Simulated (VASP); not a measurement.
A run of VASP 6.6.1 is set up as follows.

INCAR

```
PREC = Accurate ; ENCUT = 600
EDIFF = 1E-6 ; ISMEAR = -1
SIGMA = 0.1 ; LREAL = False
LASPH = True ; NELM = 80
ALGO = Normal ; ISIF = 3
LWAVE = False ; LCHARG = False
GGA = PE ; IBRION = 2
NSW = 60 ; EDIFFG = -0.005
PSTRESS = 1500.0
```

KPOINTS

```
Automatic mesh
0
Gamma
  13 13 13
```

The input POSCAR:

```
Au
1.0
    0.0000000000      2.3951306874      2.3951306874
    2.3951306874      0.0000000000      2.3951306874
    2.3951306874      2.3951306874      0.0000000000
Au
2
Direct
   -0.1250000000     -0.1250000000     -0.1250000000
    0.1250000000      0.1250000000      0.1250000000
```

Potentials or basis: VASP PAW PBE potentials, release 64 (Au).

Run with:

```sh
$ cat potpaw_PBE.64/Au/POTCAR > POTCAR
$ mpirun -np 1 vasp_std > vasp.out
```

Task: Estimate the relaxed cell.

Result: a = 3.597 Å, b = 3.597 Å, c = 3.597 Å, α = 60.00°, β = 60.00°, γ = 60.00°.

Task: What does it give for the band gap on the k mesh?

Result: Zero (band 11 reaches 11.10 eV, above the bottom of band 12 at 10.43 eV).

Task: Estimate the space group after relaxing (to 0.05 Å).

Result: Fd-3m (No. 227).

Final structure:
```yaml
crystal:
  lattice:
    - [0.00000, 2.54345, 2.54345]
    - [2.54345, 0.00000, 2.54345]
    - [2.54345, 2.54345, 0.00000]
  atoms:
    - { symbol: Au, position: [0.87500, 0.87500, 0.87500] }
    - { symbol: Au, position: [0.12500, 0.12500, 0.12500] }
```

Caveat: the cell is relaxed towards a set pressure, so the enthalpy falls and the energy may rise; spin-orbit coupling is left out, which moves the levels of the heavy elements.
